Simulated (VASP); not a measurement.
Set up this calculation in VASP 6.6.1, as the native input.

```yaml
Task: relaxation of cell and atoms
Functional: PBE
Potentials_or_basis: VASP PAW PBE potentials, release 64 (Ca_sv, Cd, N)
Cutoff: 600 eV
k_mesh: 8 × 8 × 8
Occupations: gaussian, width 0.1 eV
Spin: no spin polarisation
Dipole_correction: no
Further_INCAR_settings: ALGO = Normal; EDIFF = 1e-07; IBRION = 2; EDIFFG = -0.01; NSW = 100; ISIF = 3
```

The structure of CaCd3N lies in POSCAR:

```
CaCd3N
1.0
    4.8028392024      0.0000000000      0.0000000000
    0.0000000000      4.8028392024      0.0000000000
    0.0000000000      0.0000000000      4.8028392024
Ca Cd N
1 3 1
Direct
    0.5000000000      0.5000000000      0.5000000000
    0.5000000000      0.0000000000      0.0000000000
    0.0000000000      0.5000000000      0.0000000000
    0.0000000000      0.0000000000      0.5000000000
    0.0000000000      0.0000000000      0.0000000000
```

The cell was generated, and may not be a known phase.

One way to write it, as run:

INCAR

```
SYSTEM = CaCd3N
ALGO     = Normal         ! electronic algorithm
EDIFF    = 1E-7           ! SCF threshold, eV
EDIFFG   = -0.01          ! ionic threshold
ENCUT    = 600            ! plane-wave cutoff, eV
GGA      = PE             ! functional
IBRION   = 2              ! ionic algorithm
ISIF     = 3              ! what is computed and relaxed
ISMEAR   = 0              ! smearing method
LASPH    = .TRUE.         ! aspherical terms in the spheres
LCHARG   = .FALSE.        ! write CHGCAR
LREAL    = .FALSE.        ! projectors in reciprocal space
LWAVE    = .FALSE.        ! write WAVECAR
NELM     = 100            ! most SCF steps
NSW      = 100            ! ionic steps
PREC     = Accurate       ! precision mode
SIGMA    = 0.1            ! smearing width, eV
```

KPOINTS

```
k-points
0
G
  8 8 8
  0 0 0
```

Potentials or basis: VASP PAW PBE potentials, release 64 (Ca_sv, Cd, N).

Run with:

```console
$ cat potpaw_PBE.64/Ca_sv/POTCAR potpaw_PBE.64/Cd/POTCAR potpaw_PBE.64/N/POTCAR > POTCAR
$ mpirun -np 1 vasp_std > vasp.out
```

Results of the run:

```
Relaxed volume                        : 22.33 Å³/atom
Relaxed cell                          : a = 4.815 Å, b = 4.815 Å, c = 4.815 Å, α = 90.00°, β = 90.00°, γ = 90.00°
Space group after relaxing (to 0.1 Å) : Pm-3m (No. 221)
Energy gained by relaxing             : 0.2 meV/atom
Ionic steps                           : 2
Pressure after relaxing               : 0.0 GPa
Band gap on the k mesh                : zero (an odd number of electrons rules out a gap without spin polarisation)
```

Run time: 2.3 min on 1 thread of Intel(R) Xeon(R) 6975P-C (Granite Rapids), with other jobs on the host, peak memory 0.33 GiB.
